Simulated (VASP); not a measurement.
# Na (Fm-3m) in VASP: further runs

Runs on Na. Level: revPBE. Tasks: single point.

All numbers are computed with VASP 6.6.1; they aren't measurements. Logs are shortened: lines on timing, memory, paths and dates and some standing lists are left out, and cuts for length are marked.

### Step 1. The cell of the first run

Symmetry: Fm-3m, No. 225, cubic system. Conventional cell: a = 5.176 Å, b = 5.176 Å, c = 5.176 Å, α = 90.00°, β = 90.00°, γ = 90.00°. Within 4.8 Å of Na (site symmetry m-3m) lie 12 Na at 3.66 Å.

### Step 2. Single point, revPBE (volume scaled by 0.88)

Contents of INCAR:

```
PREC     = Accurate       # precision mode
ENCUT    = 520            # plane-wave cutoff, eV
EDIFF    = 1E-6           # SCF threshold, eV
ISMEAR   = -1             # smearing method
SIGMA    = 0.1            # smearing width, eV
LREAL    = F              # projectors in reciprocal space
LASPH    = T              # aspherical terms in the spheres
NELM     = 100            # most SCF steps
ALGO     = Normal         # electronic algorithm
ISIF     = 2              # what is computed and relaxed
LWAVE    = F              # write WAVECAR
LCHARG   = T              # write CHGCAR
GGA      = RE             # functional
LELF     = T              # ELF
LVHAR    = T            
NBANDS   = 10             # bands
```

Contents of KPOINTS:

```
Automatic mesh
0
Gamma
  17 17 17
```

Contents of POSCAR:

```
Na
1.0
    0.0000000000      2.5881469929      2.5881469929
    2.5881469929      0.0000000000      2.5881469929
    2.5881469929      2.5881469929      0.0000000000
Na
1
Direct
    0.0000000000      0.0000000000      0.0000000000
```

Potentials or basis: VASP PAW PBE potentials, release 64 (Na_pv).

Started as:

```
$ cat potpaw_PBE.64/Na_pv/POTCAR > POTCAR
$ mpirun -np 1 vasp_std > vasp.out
```

OUTCAR:

```text
PREC = Accurate
   ENCUT = 520
   EDIFF = 1E-6
   ISMEAR = -1
   LREAL = F
   LASPH = T
   NELM = 100
   ISIF = 2
   GGA = RE

 ion  position               nearest neighbor table
   1  0.000  0.000  0.000-

  LATTYP: Found a face centered cubic cell.
 ALAT       =     5.1762939858

  Lattice vectors:

 A1 = (   0.0000000000,   2.5881469929,   2.5881469929)
 A2 = (   2.5881469929,   0.0000000000,   2.5881469929)
 A3 = (   2.5881469929,   2.5881469929,   0.0000000000)

Analysis of symmetry for initial positions (statically):
=====================================================================
 Subroutine PRICEL returns:
 Original cell was already a primitive cell.

 Routine SETGRP: Setting up the symmetry group for a
 face centered cubic supercell.

 Subroutine GETGRP returns: Found 48 space group operations
 (whereof 48 operations were pure point group operations)
 out of a pool of 48 trial point group operations.

The static configuration has the point symmetry O_h .

Analysis of symmetry for dynamics (positions and initial velocities):
=====================================================================
 Subroutine PRICEL returns:
 Original cell was already a primitive cell.

 Routine SETGRP: Setting up the symmetry group for a
 face centered cubic supercell.

 Subroutine GETGRP returns: Found 48 space group operations
 (whereof 48 operations were pure point group operations)
 out of a pool of 48 trial point group operations.

The dynamic configuration has the point symmetry O_h .

 Subroutine INISYM returns: Found 48 space group operations
 (whereof 48 operations are pure point group operations),
 and found     1 'primitive' translations

----------------------------------------------------------------------------------------

                                     Primitive cell

  volume of cell :      34.6734

  direct lattice vectors                    reciprocal lattice vectors
     0.000000000  2.588146993  2.588146993    -0.193188409  0.193188409  0.193188409
     2.588146993  0.000000000  2.588146993     0.193188409 -0.193188409  0.193188409
     2.588146993  2.588146993  0.000000000     0.193188409  0.193188409 -0.193188409

  length of vectors
     3.660192579  3.660192579  3.660192579     0.334612140  0.334612140  0.334612140

  position of ions in fractional coordinates (direct lattice)
[... 73 lines left out ...]
   LSORBIT =      F    spin-orbit coupling
   LASPH  =      T    aspherical Exc in radial PAW
   ENCUT  =  520.0 eV  38.22 Ry    6.18 a.u.   6.81  6.81  6.81*2*pi/ulx,y,z
   NELM   =    100;   NELMIN=  2; NELMDL= -5     # of ELM steps
   EDIFF  = 0.1E-05   stopping-criterion for ELM
   LREAL  =      F    real-space projection
   EDIFFG = 0.1E-04   stopping-criterion for IOM
   NSW    =      0    number of steps for IOM
   IBRION =     -1    ionic relax: 0-MD 1-quasi-New 2-CG
   NFREE  =      0    steps in history (QN), initial steepest desc. (CG)
   ISIF   =      2    stress and relaxation
   ISYM   =      2    0-nonsym 1-usesym 2-fastsym
   POTIM  = 0.5000    time-step for ionic-motion
   TEBEG  =    0.0;   TEEND  =   0.0 temperature during run
   PSTRESS=    0.0 pullay stress
   NELECT =       7.0000    total number of electrons
   NUPDOWN=      -1.0000    fix difference up-down
   EMIN   =  10.00;   EMAX   =-10.00  energy-range for DOS
   EFERMI =   0.00;   METHOD = LEGACY
   ISMEAR =    -1;   SIGMA  =   0.10  broadening in eV -4-tet -1-fermi 0-gaus
   EFERMI_NEDOS =   21; number of points for ismear=-14 and -15
   IALGO  =     38    algorithm
   IMIX   =      4    mixing-type and parameters
     AMIX     =   0.40;   BMIX     =  1.00
     AMIX_MAG =   1.60;   BMIX_MAG =  1.00
  volume/ion in A,a.u.               =      34.67       233.99
  Fermi-wavevector in a.u.,A,eV,Ry     =   0.960377  1.814850 12.548989  0.922325
  Thomas-Fermi vector in A             =   2.089656
   LORBIT       =      0    0 simple, 1 ext, 2 COOP (PROOUT), +10 PAW based schemes
   GGA     = RE    functional components
   LHFCALC =     F    Hartree Fock is set to
   AEXX    =    0.0000 exact exchange contribution
   IVDW    =     0    specifies the selected vdW correction
   LEPSILON=     F    determine dielectric tensor
   LRPA    =     F    only Hartree local field effects (RPA)
 non-spin polarized calculation
  energy-cutoff  :      520.00
  volume of cell :       34.67
 maximum number of plane-waves:       950
   NGX = 13   NGY = 13   NGZ = 13

 number of electron       7.0000010 magnetization

 Free energy of the ion-electron system (eV)
  ---------------------------------------------------
  ext. energy  EPLUGINS =         0.00000000
  ---------------------------------------------------
  free energy    TOTEN  =        -1.19567924 eV

  energy without entropy =       -1.17994676  energy(sigma->0) =       -1.18781300

 E-fermi :   0.6370     XC(G=0):  -6.5484

 val. band max:        0.5575630891   @ k =   0.4706   0.1176   0.0000
 cond. band min:       0.6381504782   @ k =   0.4706   0.2353   0.0000
 fundamental gap:      0.0805873890
 Fermi energy:         0.6370413914

 k-point     1 :       0.0000    0.0000    0.0000
  band No.  band energies     occupation
      1     -24.2244      2.00000
      2     -24.2244      2.00000
      3     -24.2244      2.00000
      4      -2.7788      2.00000
      5      12.1707      0.00000
      6      12.1707      0.00000
      7      12.1707      0.00000
      8      13.2214      0.00000
      9      13.9875      0.00000
     10      13.9875      0.00000
[... 287 lines left out ...]
 k-point    24 :      -0.1176    0.0588    0.0000
  band No.  band energies     occupation
      1     -24.2328      2.00000
      2     -24.2266      2.00000
      3     -24.2252      2.00000
      4      -2.3977      2.00000
      5       9.1190      0.00000
      6      10.6144      0.00000
      7      12.3429      0.00000
      8      13.5984      0.00000
      9      14.0995      0.00000
     10      14.6763      0.00000

 [... further k-points ...]
[... 5 lines left out ...]
  --------------------------------------------------------------------------------------
  -------------------------------------------------------------------------------------
  Total        0.2521279      0.2521279      0.2521279      0.0000000     -0.0000000     -0.0000000
  in kB       11.6502347     11.6502347     11.6502347      0.0000000     -0.0000000     -0.0000000
  external PRESSURE =      11.6502347 kB  Pullay stress =       0.0000000 kB

 VOLUME and BASIS-vectors are now :
 -----------------------------------------------------------------------------
  energy-cutoff  :      520.00
  volume of cell :       34.67
      direct lattice vectors                 reciprocal lattice vectors
     0.000000000  2.588146993  2.588146993    -0.193188409  0.193188409  0.193188409
     2.588146993  0.000000000  2.588146993     0.193188409 -0.193188409  0.193188409
     2.588146993  2.588146993  0.000000000     0.193188409  0.193188409 -0.193188409

 POSITION                                       TOTAL-FORCE (eV/Angst)
 -----------------------------------------------------------------------------------
      0.00000      0.00000      0.00000        -0.000000     -0.000000     -0.000000
 -----------------------------------------------------------------------------------
    total drift:                               -0.000000     -0.000000     -0.000000

  FREE ENERGIE OF THE ION-ELECTRON SYSTEM (eV)
  ---------------------------------------------------
  free  energy   TOTEN  =        -1.1956792388 eV

  energy  without entropy=       -1.1799467591  energy(sigma->0) =       -1.18781300
```

Run time: 13 s. Hardware: 1 thread of Intel Xeon 6975P-C (Granite Rapids), shared host; peak memory 0.17 GiB.

What came out:

```
Free energy : -1.1957 eV
Pressure    : 1.2 GPa
```

Caveat: the cell differs from its parent crystal (volume scaled by 0.88); the PAW data sets were made with another functional, which shifts forces and pressure a little.

### Step 3. Single point, revPBE (volume scaled by 0.92)

Contents of INCAR:

```
SYSTEM = Na
ALGO = Normal ; EDIFF = 1E-7
ENCUT = 520 ; GGA = RE
ISIF = 2 ; ISMEAR = -1
LASPH = .True. ; LCHARG = .False.
LREAL = .False. ; LWAVE = .False.
NBANDS = 10 ; NELM = 80
PREC = Accurate ; SIGMA = 0.1
```

Contents of KPOINTS:

```
k-points
0
Gamma
  17 17 17
  0 0 0
```

Contents of POSCAR:

```
Na
1.0
    0.0000000000      2.6267817484      2.6267817484
    2.6267817484      0.0000000000      2.6267817484
    2.6267817484      2.6267817484      0.0000000000
Na
1
Direct
    0.0000000000      0.0000000000      0.0000000000
```

Potentials or basis: VASP PAW PBE potentials, release 64 (Na_pv).

Started as:

```
$ cat potpaw_PBE.64/Na_pv/POTCAR > POTCAR
$ mpirun -np 1 vasp_std > vasp.out
```

OUTCAR:

```text
SYSTEM = Na
   EDIFF = 1E-7
   ENCUT = 520
   GGA = RE
   ISIF = 2
   ISMEAR = -1
   LASPH = .True.
   LREAL = .False.
   NELM = 80
   PREC = Accurate

 ion  position               nearest neighbor table
   1  0.000  0.000  0.000-

  LATTYP: Found a face centered cubic cell.
 ALAT       =     5.2535634968

  Lattice vectors:

 A1 = (   0.0000000000,   2.6267817484,   2.6267817484)
 A2 = (   2.6267817484,   0.0000000000,   2.6267817484)
 A3 = (   2.6267817484,   2.6267817484,   0.0000000000)

Analysis of symmetry for initial positions (statically):
[... 482 lines left out ...]
      5       8.7678      0.00000
      6      10.2090      0.00000
      7      11.9170      0.00000
      8      13.1080      0.00000
      9      13.6170      0.00000
     10      14.1711      0.00000

 [... further k-points ...]
[... 5 lines left out ...]
  --------------------------------------------------------------------------------------
  -------------------------------------------------------------------------------------
  Total        0.1547244      0.1547244      0.1547244      0.0000000     -0.0000000      0.0000000
  in kB        6.8386026      6.8386026      6.8386026      0.0000000     -0.0000000      0.0000000
  external PRESSURE =       6.8386026 kB  Pullay stress =       0.0000000 kB

 VOLUME and BASIS-vectors are now :
 -----------------------------------------------------------------------------
  energy-cutoff  :      520.00
  volume of cell :       36.25
      direct lattice vectors                 reciprocal lattice vectors
     0.000000000  2.626781748  2.626781748    -0.190346990  0.190346990  0.190346990
     2.626781748  0.000000000  2.626781748     0.190346990 -0.190346990  0.190346990
     2.626781748  2.626781748  0.000000000     0.190346990  0.190346990 -0.190346990

 POSITION                                       TOTAL-FORCE (eV/Angst)
 -----------------------------------------------------------------------------------
      0.00000      0.00000      0.00000        -0.000000     -0.000000      0.000000
 -----------------------------------------------------------------------------------
    total drift:                               -0.000000     -0.000000     -0.000000

  FREE ENERGIE OF THE ION-ELECTRON SYSTEM (eV)
  ---------------------------------------------------
  free  energy   TOTEN  =        -1.2046906591 eV

  energy  without entropy=       -1.1886044888  energy(sigma->0) =       -1.19664757
```

OSZICAR:

```text
N       E                     dE             d eps       ncg     rms          rms(c)
DAV:   1     0.289814467619E+02    0.28981E+02   -0.37535E+03  3304   0.581E+02
DAV:   2    -0.589964936406E+00   -0.29571E+02   -0.29429E+02  3414   0.152E+02
DAV:   3    -0.119888800208E+01   -0.60892E+00   -0.60848E+00  4064   0.236E+01
DAV:   4    -0.120372191788E+01   -0.48339E-02   -0.48334E-02  3940   0.206E+00
DAV:   5    -0.120379007993E+01   -0.68162E-04   -0.68161E-04  3792   0.242E-01    0.232E-01
DAV:   6    -0.120442717391E+01   -0.63709E-03   -0.28296E-04  3888   0.177E-01    0.154E-01
DAV:   7    -0.120469028248E+01   -0.26311E-03   -0.95795E-04  3766   0.322E-01    0.731E-03
DAV:   8    -0.120469039776E+01   -0.11529E-06   -0.86522E-06  3930   0.401E-02    0.217E-03
DAV:   9    -0.120469063520E+01   -0.23743E-06   -0.15267E-07  3796   0.370E-03    0.110E-03
DAV:  10    -0.120469065906E+01   -0.23865E-07   -0.15738E-07  3894   0.472E-03
   1 F= -.12046907E+01 E0= -.11966476E+01  d E =-.160862E-01
```

stdout:

```text
POSCAR found type information on POSCAR Na
 POSCAR found :  1 types and       1 ions
 scaLAPACK will be used
 -----------------------------------------------------------------------------
|                                                                             |
|                                                                             |
|     You enforced a specific xc type in the INCAR file but a different       |
|     I HOPE YOU KNOW WHAT YOU ARE DOING!                                     |
|                                                                             |
 -----------------------------------------------------------------------------

 LDA part: xc-table for (Slater+PW92), standard interpolation
 POSCAR, INCAR and KPOINTS ok, starting setup
 FFT: planning ... GRIDC
 FFT: planning ... GRID_SOFT
 FFT: planning ... GRID
 WAVECAR not read
 entering main loop
```

Run time: 15 s. Hardware: 1 thread of Intel Xeon 6975P-C (Granite Rapids), shared host; peak memory 0.18 GiB.

What came out:

```
Free energy : -1.2047 eV
Pressure    : 0.7 GPa
```

Levels at points of the mesh, in eV from the Fermi level:
```
           k point  band 1  band 2  band 3  band 4  band 5  band 6  band 7  band 8  band 9
(0.00, 0.00, 0.00)  -24.89  -24.89  -24.89   -3.32   11.26   11.26   11.26   12.28   12.94
```

Caveat: the cell differs from its parent crystal (volume scaled by 0.92); the PAW data sets were made with another functional, which shifts forces and pressure a little.

### Step 4. Single point, revPBE (volume scaled by 0.96)

Contents of INCAR:

```
PREC = Accurate ; ENCUT = 520
EDIFF = 1E-6 ; ISMEAR = -1
SIGMA = 0.1 ; LREAL = False
LASPH = True ; NELM = 60
ALGO = Normal ; ISIF = 2
LWAVE = False ; LCHARG = False
GGA = RE ; NBANDS = 10
```

Contents of KPOINTS:

```
regular mesh
0
Gamma
  17 17 17
```

Contents of POSCAR:

```
Na
1.0
    0.0000000000      2.6643122726      2.6643122726
    2.6643122726      0.0000000000      2.6643122726
    2.6643122726      2.6643122726      0.0000000000
Na
1
Direct
    0.0000000000      0.0000000000      0.0000000000
```

Started as:

```
$ cat potpaw_PBE.64/Na_pv/POTCAR > POTCAR
$ mpirun -np 1 vasp_std > vasp.out
```

Run time: 12 s. Hardware: 1 thread of Intel Xeon 6975P-C (Granite Rapids), shared host; peak memory 0.18 GiB.

Results (log left out):

```
Free energy : -1.2097 eV
Pressure    : 0.4 GPa
```

Levels at points of the mesh, in eV from the Fermi level:
| k point | band 1 | band 2 | band 3 | band 4 | band 5 | band 6 | band 7 | band 8 | band 9 |
| --- | --- | --- | --- | --- | --- | --- | --- | --- | --- |
| (0.00, 0.00, 0.00) | -24.92 | -24.92 | -24.92 | -3.23 | 11.00 | 11.00 | 11.00 | 11.99 | 12.56 |

Caveat: the cell differs from its parent crystal (volume scaled by 0.96); the PAW data sets were made with another functional, which shifts forces and pressure a little.

### Step 5. Single point, revPBE

This run uses another cell than the first one, of 39.40 Å³/atom, 1.136 times its volume.

Contents of INCAR:

```
PREC = Accurate ; ENCUT = 520
EDIFF = 1E-7 ; ISMEAR = -1
SIGMA = 0.1 ; LREAL = False
LASPH = True ; NELM = 80
ALGO = Normal ; ISIF = 2
LWAVE = False ; LCHARG = False
GGA = RE ; NBANDS = 10
```

Contents of KPOINTS:

```
Automatic mesh
0
Gamma
  17 17 17
```

Contents of POSCAR:

```
Na
1.0
    0.0000000000      2.7008142368      2.7008142368
    2.7008142368      0.0000000000      2.7008142368
    2.7008142368      2.7008142368      0.0000000000
Na
1
Direct
    0.0000000000      0.0000000000      0.0000000000
```

Started as:

```
$ cat potpaw_PBE.64/Na_pv/POTCAR > POTCAR
$ mpirun -np 1 vasp_std > vasp.out
```

It took 16 s on 1 thread of Intel Xeon 6975P-C (Granite Rapids), shared host; peak memory 0.18 GiB.

It converged, with:

```yaml
Free_energy: -1.2114 eV
Pressure: 0.0 GPa
```

Levels at points of the mesh, in eV from the Fermi level:
```csv
k point,band 2,band 3,band 4,band 5,band 6,band 7
"(0.00, 0.00, 0.00)",-24.96,-24.96,-3.15,10.75,10.75,10.75
```

Caveat: the PAW data sets were made with another functional, which shifts forces and pressure a little.

### Step 6. Single point, revPBE (volume scaled by 1.04)

Contents of INCAR:

```
SYSTEM = Na
PREC = Accurate
ENCUT = 520
EDIFF = 1E-6
ISMEAR = -1
SIGMA = 0.1
LREAL = .False.
LASPH = .True.
NELM = 60
ALGO = Normal
ISIF = 2
LWAVE = .False.
LCHARG = .False.
GGA = RE
NBANDS = 10
```

Contents of KPOINTS:

```
Automatic mesh
0
Gamma
  17 17 17
  0 0 0
```

Contents of POSCAR:

```
Na
1.0
    0.0000000000      2.7363553420      2.7363553420
    2.7363553420      0.0000000000      2.7363553420
    2.7363553420      2.7363553420      0.0000000000
Na
1
Direct
    0.0000000000      0.0000000000      0.0000000000
```

Potentials or basis: VASP PAW PBE potentials, release 64 (Na_pv).

Started as:

```
$ cat potpaw_PBE.64/Na_pv/POTCAR > POTCAR
$ mpirun -np 1 vasp_std > vasp.out
```

Run time: 18 s. Hardware: 1 thread of Intel Xeon 6975P-C (Granite Rapids), shared host; peak memory 0.19 GiB.

It converged, with:

```
Free energy : -1.2103 eV
Pressure    : -0.2 GPa
```

Levels at points of the mesh, in eV from the Fermi level:
```
           k point  band 2  band 3  band 4  band 5  band 6  band 7
(0.00, 0.00, 0.00)  -24.99  -24.99   -3.07   10.52   10.52   10.52
```

Caveat: the cell differs from its parent crystal (volume scaled by 1.04); the PAW data sets were made with another functional, which shifts forces and pressure a little.

### Step 7. The runs side by side

```csv
cell,gap on the mesh (eV),pressure (GPa)
"a = 3.660 Å, angles 60.0°, 1 atom",none,1.2
"a = 3.715 Å, angles 60.0°, 1 atom",none,0.7
"a = 3.768 Å, angles 60.0°, 1 atom",none,0.4
"a = 3.820 Å, angles 60.0°, 1 atom",none,0.0
"a = 3.870 Å, angles 60.0°, 1 atom",none,-0.2
```

Alike in all rows: task single point; level revPBE; potentials or basis VASP PAW PBE potentials, release 64 (Na_pv); no spin polarisation; k mesh 17 × 17 × 17; cutoff (eV) 520; smearing fermi-dirac 0.1 eV.

Caveats: the PAW data sets were made with another functional, which shifts forces and pressure a little.

Absolute energies hang on the potentials; compare differences alone.
